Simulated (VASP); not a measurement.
Crystal: Na2Al.

```
Na Al
1.0
     4.09095    0.00000    0.00000
     0.00000    4.09095    0.00000
     0.00000    0.00000    6.24198
Na Al
4 2
Cartesian
  0.0000 0.0000 0.0000
  2.0455 2.0455 0.0000
  0.0000 2.0455 1.6853
  2.0455 0.0000 4.5566
  0.0000 2.0455 4.3694
  2.0455 0.0000 1.8726
```

```yaml
Program: VASP 6.6.1
Task: relaxation of cell and atoms
Functional: PBE
Potentials_or_basis: VASP PAW PBE potentials, release 64 (Na_sv, Al)
Cutoff: 970 eV
k_mesh: 4 × 4 × 4
Occupations: gaussian, width 0.1 eV
Spin: no spin polarisation
```

At the start: pressure 21.8 GPa; volume 17.41 Å³/atom.

Task: Where does the relaxation end?

Result: Over 19 steps the energy falls by 588.2 meV/atom and the volume is 28.38 Å³/atom (+63.0 %); space group P4/nmm (No. 129, to 0.1 Å) before and after.

The path:
```csv
step,energy change (eV),largest force (eV/Å),pressure (GPa),volume (Å³)
1,0.0000,1.3900,21.85,104.47
2,-2.9193,0.4988,4.39,144.63
3,-3.2335,0.4187,1.19,162.25
4,-3.2650,0.3918,-0.11,170.62
5,-3.2644,0.3960,0.12,169.08
6,-3.2861,0.3829,0.11,169.14
7,-3.3441,0.3301,0.05,169.28
8,-3.4248,0.2210,-0.17,169.42
9,-3.4026,0.2158,-1.13,169.11
10,-3.4510,0.1689,-0.41,169.39
11,-3.4754,0.2041,0.31,166.22
12,-3.4770,0.2179,0.57,165.13
13,-3.4981,0.2085,0.38,167.08
14,-3.5142,0.1747,-0.18,173.01
15,-3.5176,0.1620,-0.01,171.19
16,-3.5275,0.0430,-0.22,171.69
17,-3.5275,0.0368,-0.23,171.72
18,-3.5278,0.0147,0.29,169.03
19,-3.5290,0.0201,0.05,170.29
```

Final structure:
```
CELL_PARAMETERS angstrom
4.68456 0.00000 0.00000
0.00000 4.68456 0.00000
0.00000 0.00000 7.75979
ATOMIC_POSITIONS crystal
Na 0.00000 0.00000 0.00000
Na 0.50000 0.50000 0.00000
Na 0.00000 0.50000 0.34287
Na 0.50000 0.00000 0.65713
Al 0.00000 0.50000 0.72743
Al 0.50000 0.00000 0.27257
```

Caveat: the k points lie up to 0.34 Å⁻¹ apart in the final cell, too coarse for converged energies and pressures of a metal; the volume moved by over 15 % at a fixed basis, so the end points are rough.
